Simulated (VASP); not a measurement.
A run of VASP 6.6.1 is set up as follows.

The input INCAR:

```
SYSTEM = Si
  PREC = Accurate
  ENCUT = 520
  EDIFF = 1E-6
  ISMEAR = 0
  SIGMA = 0.03
  LREAL = .FALSE.
  LASPH = .TRUE.
  NELM = 60
  ALGO = Normal
  ISIF = 2
  LWAVE = .FALSE.
  LCHARG = .FALSE.
  GGA = CA
  NBANDS = 16
```

File KPOINTS:

```
regular mesh
0
G
  12 12 12
  0 0 0
```

Contents of POSCAR:

```
Si
1.0
   -3.2717987109      3.2717987109      1.9859427176
    3.2717987109     -3.2717987109      1.9859427176
    3.2717987109      3.2717987109     -1.9859427176
Si
4
Direct
    0.1788010600      0.1788010600      0.3576021200
    0.8211989400      0.8211989400      0.6423978800
    0.1788010600      0.8211989400      0.0000000000
    0.8211989400      0.1788010600      0.0000000000
```

Potentials or basis: VASP PAW LDA potentials, release 64 (Si).

Command:

```bash
$ cat potpaw_LDA.64/Si/POTCAR > POTCAR
$ mpirun -np 1 vasp_std > vasp.out
```

Question: What does it give for the band gap on the k mesh?

Answer: Zero (bands 8 and 9 overlap by 0.07 eV).

Question: What does it give for the largest force?

Answer: 0.520 eV/Å.

Stress tensor (GPa, compression positive):
```
 1.05  0.00  0.00
 0.00  1.05  0.00
 0.00  0.00 -7.37
```

Caveat: the stress differs along the axes, from -7 to 1 GPa; semilocal functionals underestimate gaps, and a narrow one can read as zero.
